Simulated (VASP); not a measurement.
The system is Al4In.

```
Al In
1.0
    -3.02428    3.02428    3.02428
     3.02428   -3.02428    3.02428
     3.02428    3.02428   -3.02428
Al In
4 1
Direct
  0.34960 0.34960 0.34960
  0.65040 0.00000 0.00000
  0.00000 0.00000 0.65040
  0.00000 0.65040 0.00000
  0.00000 0.00000 0.00000
```

| Quantity | Value |
| --- | --- |
| Program | VASP 6.6.1 |
| Task | relaxation of cell and atoms |
| Functional | PBE |
| Potentials or basis | VASP PAW PBE potentials, release 64 (Al, In_d) |
| Cutoff | 600 eV |
| k mesh | 4 × 4 × 4 |
| Occupations | gaussian, width 0.1 eV |
| Spin | no spin polarisation |

At the start: pressure 68.9 GPa; volume 22.13 Å³/atom.

Question: How do energy, volume and symmetry change on relaxing?

Answer: Over 22 steps the energy falls by 4458.7 meV/atom and the volume is 24.54 Å³/atom (+10.9 %); space group Im-3m (No. 229, to 0.05 Å).

The path:
| step | energy change (eV) | largest force (eV/Å) | pressure (GPa) | volume (Å³) |
| --- | --- | --- | --- | --- |
| 1 | 0.0000 | 20.7923 | 68.87 | 110.64 |
| 2 | -16.4109 | 0.2337 | -3.15 | 343.58 |
| 3 | -16.7105 | 0.1920 | -3.39 | 326.65 |
| 4 | -17.0301 | 0.1493 | -3.69 | 310.44 |
| 5 | -20.3475 | 0.2233 | -5.07 | 193.70 |
| 6 | -20.4183 | 2.0808 | 1.21 | 148.32 |
| 7 | -20.7959 | 0.6589 | -3.83 | 173.08 |
| 8 | -20.8290 | 1.0645 | -2.56 | 162.97 |
| 9 | -20.8363 | 0.9783 | -2.81 | 164.81 |
| 10 | -21.1930 | 1.0494 | -2.39 | 153.81 |
| 11 | -22.0057 | 1.1013 | 0.64 | 123.77 |
| 12 | -16.0459 | 3.2807 | 61.46 | 75.95 |
| 13 | -21.8339 | 1.4577 | 2.21 | 120.57 |
| 14 | -21.3216 | 0.6768 | 15.53 | 98.21 |
| 15 | -21.8416 | 1.4476 | 3.86 | 115.66 |
| 16 | -22.0707 | 0.8839 | 3.57 | 114.34 |
| 17 | -22.1774 | 0.0819 | 3.94 | 112.55 |
| 18 | -22.2611 | 0.0790 | 1.89 | 117.26 |
| 19 | -22.2920 | 0.0755 | 0.21 | 122.08 |
| 20 | -22.2924 | 0.0750 | 0.01 | 122.72 |
| 21 | -22.2930 | 0.0561 | 0.01 | 122.72 |
| 22 | -22.2937 | 0.0001 | 0.01 | 122.71 |

Final structure:
```yaml
crystal:
  lattice:
    - [-3.13048, 3.13048, 3.13048]
    - [3.13048, -3.13048, 3.13048]
    - [3.13048, 3.13048, -3.13048]
  atoms:
    - { symbol: Al, position: [0.50000, 0.50000, 0.50000] }
    - { symbol: Al, position: [0.50000, 0.00000, 0.00000] }
    - { symbol: Al, position: [0.00000, 0.00000, 0.50000] }
    - { symbol: Al, position: [0.00000, 0.50000, 0.00000] }
    - { symbol: In, position: [0.00000, 0.00000, 0.00000] }
```

Caveat: the k points lie up to 0.35 Å⁻¹ apart in the final cell.
